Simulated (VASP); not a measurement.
As: single point with PBEsol

The system is As.

```
As
1.0
     2.67950    0.00000    0.00000
     0.00000    2.67950    0.00000
     0.00000    0.00000    2.67950
As
1
Direct
  0.00000 0.00000 0.00000
```

- Program: VASP 6.6.1
- Task: single point
- Functional: PBEsol
- Potentials or basis: VASP PAW PBE potentials, release 64 (As)
- Cutoff: 520 eV
- k mesh: 16 × 16 × 16
- Occupations: methfessel-paxton, width 0.1 eV
- Spin: no spin polarisation
- Dipole correction: no
- Further INCAR settings: ALGO = Normal; EDIFF = 1e-06; NBANDS = 8

The pressure is 1.3 GPa.

Levels at points of the mesh, in eV from the Fermi level:
```csv
k point,band 1,band 2,band 3,band 4,band 5,band 6
"(0.00, 0.00, 0.00)",-15.23,4.27,4.27,4.27,8.54,8.54
"(0.50, 0.00, 0.00)",-11.95,-7.17,6.67,6.67,11.32,14.17
"(0.50, 0.50, 0.00)",-8.52,-4.39,-4.39,2.31,8.94,16.82
"(0.50, 0.50, 0.50)",-4.71,-1.85,-1.85,-1.85,5.86,5.86
```

Run time: 16 s on 1 thread of Intel(R) Xeon(R) Platinum 8375C CPU @ 2.90GHz (Ice Lake), on a shared host, peak memory 0.14 GiB.

Caveat: the PAW data sets were made with another functional, which shifts forces and pressure a little.
